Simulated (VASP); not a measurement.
# ErBe (Pmma) in VASP: relaxation of cell and atoms with PBE

Aim: the relaxation of cell and atoms of ErBe with PBE.

All numbers are computed with VASP 6.6.1; they aren't measurements. Logs are shortened: lines on timing, memory, paths and dates and some standing lists are left out, and cuts for length are marked.

### Step 1. The cell of the first run

Symmetry: Pmma, No. 51, orthorhombic system. Conventional cell: a = 5.011 Å, b = 3.241 Å, c = 5.156 Å, α = 90.00°, β = 90.00°, γ = 90.00°. Within 4.1 Å of Er (site symmetry mm2) lie 8 Be at 3.04 to 3.05 Å and 6 Er at 3.22 to 4.01 Å. Within 4.1 Å of Be (site symmetry mm2) lie 8 Er at 3.04 to 3.05 Å and 6 Be at 3.21 to 4.02 Å.

The cell was built from a structure type or drawn by symmetry, and may not be a known phase.

### Step 2. Relaxation of cell and atoms, PBE

INCAR reads:

```
ALGO     = Normal         # electronic algorithm
EDIFF    = 1E-7           # SCF threshold, eV
EDIFFG   = -0.08          # ionic threshold
ENCUT    = 600            # plane-wave cutoff, eV
GGA      = PE             # functional
GGA_COMPAT= F            
IBRION   = 2              # ionic algorithm
ISIF     = 3              # what is computed and relaxed
ISMEAR   = 0              # smearing method
LASPH    = T              # aspherical terms in the spheres
LCHARG   = F              # write CHGCAR
LMAXMIX  = 6              # l up to which the mixer works
LREAL    = F              # projectors in reciprocal space
LWAVE    = F              # write WAVECAR
NELM     = 200            # most SCF steps
NELMIN   = 4            
NSW      = 36             # ionic steps
PREC     = Accurate       # precision mode
SIGMA    = 0.2            # smearing width, eV
```

KPOINTS reads:

```
k-points
0
Gamma
  4 6 4
```

POSCAR reads:

```
ErBe
1.0
    5.0108205300      0.0000000000      0.0000000000
    0.0000000000      3.2412809000      0.0000000000
    0.0000000000      0.0000000000      5.1556259000
Er Be
2 2
Direct
    0.7500000000      0.0000000000      0.3040469900
    0.2500000000      0.0000000000      0.6959530100
    0.7500000000      0.5000000000      0.8054119900
    0.2500000000      0.5000000000      0.1945880100
```

Potentials or basis: VASP PAW PBE potentials, release 64 (Er_3, Be), 4f in core.

Run with:

```bash
$ cat potpaw_PBE.64/Er_3/POTCAR potpaw_PBE.64/Be/POTCAR > POTCAR
$ mpirun -np 1 vasp_std > vasp.out
```

OUTCAR:

```text
EDIFF = 1E-7
   EDIFFG = -0.08
   ENCUT = 600
   GGA = PE
   IBRION = 2
   ISIF = 3
   ISMEAR = 0
   LASPH = T
   LREAL = F
   NELM = 200
   NELMIN = 4
   NSW = 36
   PREC = Accurate

 ion  position               nearest neighbor table
   1  0.750  0.000  0.304-   4 3.04   4 3.04   4 3.04   4 3.04   3 3.04   3 3.04   3 3.05   3 3.05
                             2 3.22   2 3.22
   2  0.250  0.000  0.696-   3 3.04   3 3.04   3 3.04   3 3.04   4 3.04   4 3.04   4 3.05   4 3.05
                             1 3.22   1 3.22
   3  0.750  0.500  0.805-   2 3.04   2 3.04   2 3.04   2 3.04   1 3.04   1 3.04   1 3.05   1 3.05

   4  0.250  0.500  0.195-   1 3.04   1 3.04   1 3.04   1 3.04   2 3.04   2 3.04   2 3.05   2 3.05

  LATTYP: Found a simple orthorhombic cell.
 ALAT       =     3.2412809000
 B/A-ratio  =     1.5459383758
 C/A-ratio  =     1.5906137293

  Lattice vectors:

 A1 = (   0.0000000000,  -3.2412809000,   0.0000000000)
 A2 = (   5.0108205300,   0.0000000000,   0.0000000000)
 A3 = (   0.0000000000,   0.0000000000,   5.1556259000)

Analysis of symmetry for initial positions (statically):
=====================================================================
 Subroutine PRICEL returns:
 Original cell was already a primitive cell.

 Routine SETGRP: Setting up the symmetry group for a
 simple orthorhombic supercell.

 Subroutine GETGRP returns: Found  8 space group operations
 (whereof  4 operations were pure point group operations)
 out of a pool of  8 trial point group operations.

The static configuration has the point symmetry C_2h.
 The point group associated with its full space group is D_2h.

Analysis of symmetry for dynamics (positions and initial velocities):
=====================================================================
 Subroutine PRICEL returns:
 Original cell was already a primitive cell.

 Routine SETGRP: Setting up the symmetry group for a
 simple orthorhombic supercell.

 Subroutine GETGRP returns: Found  8 space group operations
 (whereof  4 operations were pure point group operations)
 out of a pool of  8 trial point group operations.

The dynamic configuration has the point symmetry C_2h.
 The point group associated with its full space group is D_2h.

 Subroutine INISYM returns: Found  8 space group operations
 (whereof  4 operations are pure point group operations),
 and found     1 'primitive' translations

----------------------------------------------------------------------------------------

                                     Primitive cell

  volume of cell :      83.7350

  direct lattice vectors                    reciprocal lattice vectors
     5.010820530  0.000000000  0.000000000     0.199568113  0.000000000  0.000000000
     0.000000000  3.241280900  0.000000000     0.000000000  0.308520005  0.000000000
     0.000000000  0.000000000  5.155625900     0.000000000  0.000000000  0.193962871

  length of vectors
     5.010820530  3.241280900  5.155625900     0.199568113  0.308520005  0.193962871

  position of ions in fractional coordinates (direct lattice)
     0.750000000  0.000000000  0.304046990
     0.250000000  0.000000000  0.695953010
     0.750000000  0.500000000  0.805411990
     0.250000000  0.500000000  0.194588010

  ion indices of the primitive-cell ions
   primitive index   ion index
                 1           1
                 2           2
                 3           3
                 4           4

----------------------------------------------------------------------------------------

 KPOINTS: k-points

Automatic generation of k-mesh.
 Grid dimensions read from file:
 generate k-points for:    4    6    4

 Generating k-lattice:

  Cartesian coordinates                     Fractional coordinates (reciprocal lattice)
     0.049892028  0.000000000  0.000000000     0.250000000  0.000000000  0.000000000
     0.000000000  0.051420001  0.000000000     0.000000000  0.166666667  0.000000000
     0.000000000  0.000000000  0.048490718     0.000000000  0.000000000  0.250000000

  Length of vectors
     0.049892028  0.051420001  0.048490718

  Shift w.r.t. Gamma in fractional coordinates (k-lattice)
     0.000000000  0.000000000  0.000000000

 Subroutine IBZKPT returns following result:
 ===========================================

 Found     36 irreducible k-points:

 Following reciprocal coordinates:
            Coordinates               Weight
  0.000000  0.000000  0.000000      1.000000
  0.250000  0.000000  0.000000      2.000000
  0.500000  0.000000  0.000000      1.000000
  0.000000  0.166667  0.000000      2.000000
  0.250000  0.166667  0.000000      4.000000
  0.500000  0.166667  0.000000      2.000000
[... 16 lines left out ...]
  0.250000  0.500000  0.250000      4.000000
  0.500000  0.500000  0.250000      2.000000
 [... further k-points ...]
   k-points           NKPTS =     36   k-points in BZ     NKDIM =     36   number of bands    NBANDS=     15
   number of dos      NEDOS =    301   number of ions     NIONS =      4
   total plane-waves  NPLWV =  47040
   dimension x,y,z NGX =    40 NGY =   28 NGZ =   42
   dimension x,y,z NGXF=    80 NGYF=   56 NGZF=   84
   ions per type =               2   2
   NGX,Y,Z   is equivalent  to a cutoff of  13.27, 14.36, 13.54 a.u.
   NGXF,Y,Z  is equivalent  to a cutoff of  26.54, 28.72, 27.09 a.u.
 SYSTEM =  unknown system
   PREC   = accura    normal or accurate (medium, high low for compatibility)
   ISTART =      0    job   : 0-new  1-cont  2-samecut
   ICHARG =      2    charge: 1-file 2-atom 10-const
   ISPIN  =      1    spin polarized calculation?
   LNONCOLLINEAR =      F non collinear calculations
   LSORBIT =      F    spin-orbit coupling
   LASPH  =      T    aspherical Exc in radial PAW
   ENCUT  =  600.0 eV  44.10 Ry    6.64 a.u.  10.01  6.47 10.30*2*pi/ulx,y,z
   NELM   =    200;   NELMIN=  4; NELMDL= -5     # of ELM steps
   EDIFF  = 0.1E-06   stopping-criterion for ELM
   LREAL  =      F    real-space projection
   EDIFFG = -.8E-01   stopping-criterion for IOM
   NSW    =     36    number of steps for IOM
   IBRION =      2    ionic relax: 0-MD 1-quasi-New 2-CG
   NFREE  =      1    steps in history (QN), initial steepest desc. (CG)
   ISIF   =      3    stress and relaxation
   ISYM   =      2    0-nonsym 1-usesym 2-fastsym
   POTIM  = 0.5000    time-step for ionic-motion
   TEBEG  =    0.0;   TEEND  =   0.0 temperature during run
   PSTRESS=    0.0 pullay stress
   NELECT =      22.0000    total number of electrons
   NUPDOWN=      -1.0000    fix difference up-down
   EMIN   =  10.00;   EMAX   =-10.00  energy-range for DOS
   EFERMI =   0.00;   METHOD = LEGACY
   ISMEAR =     0;   SIGMA  =   0.20  broadening in eV -4-tet -1-fermi 0-gaus
   EFERMI_NEDOS =   21; number of points for ismear=-14 and -15
   IALGO  =     38    algorithm
   IMIX   =      4    mixing-type and parameters
     AMIX     =   0.40;   BMIX     =  1.00
     AMIX_MAG =   1.60;   BMIX_MAG =  1.00
  volume/ion in A,a.u.               =      20.93       141.27
  Fermi-wavevector in a.u.,A,eV,Ry     =   1.048528  1.981431 14.958398  1.099411
  Thomas-Fermi vector in A             =   2.183453
   LORBIT       =      0    0 simple, 1 ext, 2 COOP (PROOUT), +10 PAW based schemes
   GGA     = PE    functional components
   LHFCALC =     F    Hartree Fock is set to
   AEXX    =    0.0000 exact exchange contribution
   IVDW    =     0    specifies the selected vdW correction
   LEPSILON=     F    determine dielectric tensor
   LRPA    =     F    only Hartree local field effects (RPA)
 conjugate gradient relaxation of ions
 non-spin polarized calculation
 Gauss-broadening in eV      SIGMA  =   0.20
  energy-cutoff  :      600.00
  volume of cell :       83.73
 maximum number of plane-waves:      2822
   NGX = 21   NGY = 13   NGZ = 21

--------------------------------------- Ionic step        1  -------------------------------------------

 number of electron      21.9999998 magnetization

 Free energy of the ion-electron system (eV)
  ---------------------------------------------------
  ext. energy  EPLUGINS =         0.00000000
  ---------------------------------------------------
  free energy    TOTEN  =       -15.75330287 eV

  energy without entropy =      -15.68441399  energy(sigma->0) =      -15.71885843

 E-fermi :   3.0755     XC(G=0):  -9.7877

 val. band max:        3.0565154541   @ k =   0.0000   0.0000   0.0000
 cond. band min:       3.0839244011   @ k =   0.2500   0.3333   0.5000
 fundamental gap:      0.0274089470
 Fermi energy:         3.0755049176

 k-point     1 :       0.0000    0.0000    0.0000
  band No.  band energies     occupation
      1     -21.8045      2.00000
      2     -21.6870      2.00000
      3     -21.4120      2.00000
      4     -21.3834      2.00000
      5     -21.2823      2.00000
      6     -21.2119      2.00000
      7      -3.4010      2.00000
      8      -0.2559      2.00000
      9       2.2482      2.00000
     10       2.4083      2.00000
     11       2.5118      1.99993
     12       3.0565      1.10682
     13       3.4047      0.01993
     14       5.9597      0.00000
     15       6.4042      0.00000
[... 521 lines left out ...]
  FREE ENERGIE OF THE ION-ELECTRON SYSTEM (eV)
  ---------------------------------------------------
  free  energy   TOTEN  =       -16.0554518221 eV

  energy  without entropy=      -15.9901438087  energy(sigma->0) =      -16.02279782

[... ionic steps 4 to 8 ...]

--------------------------------------- Ionic step        9  -------------------------------------------

 number of electron      22.0000000 magnetization

------------------------ aborting loop because EDIFF is reached ----------------------------------------

  FORCE on cell =-STRESS in cart. coord.  units (eV):
  Direction    XX          YY          ZZ          XY          YZ          ZX
  --------------------------------------------------------------------------------------
  -------------------------------------------------------------------------------------
  Total        0.6779949      0.1820823     -0.3532186      0.0000000      0.0000000      0.0000000
  in kB       14.2746332      3.8335956     -7.4367311      0.0000000      0.0000000      0.0000000
  external PRESSURE =       3.5571659 kB  Pullay stress =       0.0000000 kB
[... 61 lines left out ...]
  energy  without entropy=      -16.1608401783  energy(sigma->0) =      -16.18782940

--------------------------------------- Ionic step       11  -------------------------------------------

 number of electron      22.0000001 magnetization

 Free energy of the ion-electron system (eV)
  ---------------------------------------------------
  ext. energy  EPLUGINS =         0.00000000
  ---------------------------------------------------
  free energy    TOTEN  =       -16.22188973 eV

  energy without entropy =      -16.16782207  energy(sigma->0) =      -16.19485590

 E-fermi :   3.5122     XC(G=0): -10.1456

 val. band max:        3.5027481475   @ k =   0.2500   0.1667   0.0000
 cond. band min:       3.5732770254   @ k =   0.2500   0.1667   0.0000
 fundamental gap:      0.0705288779
 Fermi energy:         3.5121834154

 k-point     1 :       0.0000    0.0000    0.0000
  band No.  band energies     occupation
      1     -21.0125      2.00000
      2     -21.0029      2.00000
      3     -20.5892      2.00000
      4     -20.5816      2.00000
      5     -20.5595      2.00000
      6     -20.4703      2.00000
      7      -3.2158      2.00000
      8       0.1183      2.00000
      9       3.0393      1.99917
     10       3.2833      1.89443
     11       3.3851      1.63118
     12       3.4001      1.57211
     13       3.8900      0.00754
     14       6.8690      0.00000
     15       7.1031      0.00000
[... 445 lines left out ...]
  FREE ENERGIE OF THE ION-ELECTRON SYSTEM (eV)
  ---------------------------------------------------
  free  energy   TOTEN  =       -16.2218897341 eV

  energy  without entropy=      -16.1678220653  energy(sigma->0) =      -16.19485590

 reached required accuracy - stopping structural energy minimisation
```

Run time: 6.9 min. Hardware: 1 thread of Intel Xeon Platinum 8259CL at 2.50GHz (Skylake/Cascade Lake), shared host; peak memory 0.24 GiB.

Results:

```
Free energy                           : -16.2219 eV
Relaxed volume                        : 19.10 Å³/atom
Relaxed cell                          : a = 4.705 Å, b = 3.342 Å, c = 4.859 Å, α = 90.00°, β = 90.00°, γ = 90.00°
Space group after relaxing (to 0.1 Å) : Pmma (No. 51)
Energy gained by relaxing             : 117.1 meV/atom
Ionic steps                           : 11
Pressure after relaxing               : 0.1 GPa
Largest force after relaxing          : 0.054 eV/Å
Band gap on the k mesh                : zero (bands 11 and 12 overlap by 1.81 eV)
```

Forces in eV/Å, atoms in the order of the input:
```
Er   0.000  0.000 -0.015
Er   0.000  0.000  0.015
Be   0.000  0.000 -0.054
Be   0.000  0.000  0.054
```

The path:
| step | energy change (eV) | largest force (eV/Å) | pressure (GPa) | volume (Å³) |
| --- | --- | --- | --- | --- |
| 1 | 0.0000 | 0.9770 | -5.23 | 83.73 |
| 2 | -0.2847 | 0.8744 | 0.20 | 75.68 |
| 3 | -0.3021 | 0.7897 | 2.35 | 73.38 |
| 4 | -0.4010 | 0.4052 | 1.68 | 74.28 |
| 5 | -0.4365 | 0.2510 | 1.15 | 75.18 |
| 6 | -0.4470 | 0.1450 | -0.55 | 77.08 |
| 7 | -0.4472 | 0.1567 | -0.36 | 76.86 |
| 8 | -0.4518 | 0.1288 | -0.19 | 76.67 |
| 9 | -0.4584 | 0.0492 | 0.36 | 76.10 |
| 10 | -0.4615 | 0.0510 | 0.30 | 76.17 |
| 11 | -0.4686 | 0.0541 | 0.14 | 76.39 |

Final structure:
```
Er Be
1.0
     4.70516    0.00000    0.00000
     0.00000    3.34156    0.00000
     0.00000    0.00000    4.85870
Er Be
2 2
Direct
  0.75000 0.00000 0.26391
  0.25000 0.00000 0.73609
  0.75000 0.50000 0.78817
  0.25000 0.50000 0.21183
```

Levels at points of the mesh, in eV from the Fermi level:
```tsv
k point	band 7	band 8	band 9	band 10	band 11	band 12	band 13	band 14	band 15
(0.00, 0.00, 0.00)	-6.73	-3.39	-0.47	-0.23	-0.13	-0.11	0.38	3.36	3.59
(0.50, 0.00, 0.00)	-4.80	-4.80	-0.77	-0.77	-0.13	-0.13	1.87	1.87	2.72
(0.00, 0.50, 0.00)	-3.75	-2.92	-2.11	-2.10	-2.09	0.86	1.20	1.49	1.97
(0.50, 0.50, 0.00)	-2.92	-2.92	-1.75	-1.75	-0.85	-0.85	2.32	2.32	3.08
(0.00, 0.00, 0.50)	-5.03	-4.79	-0.82	-0.61	-0.37	0.47	1.43	1.88	2.62
(0.50, 0.00, 0.50)	-3.85	-3.85	-2.85	-2.85	0.78	0.78	1.65	1.65	1.77
(0.00, 0.50, 0.50)	-3.18	-2.58	-1.98	-1.75	-0.90	-0.67	2.43	2.50	2.64
(0.50, 0.50, 0.50)	-3.39	-3.39	-0.37	-0.37	-0.06	-0.06	0.34	0.34	3.46
```

Caveat: spin-orbit coupling is left out, which moves the levels of the heavy elements; the 4f electrons are frozen in the core, so they carry no moment and show no levels; the relaxation stopped at a loose force limit of 0.08 eV/Å, so its end isn't a converged minimum.
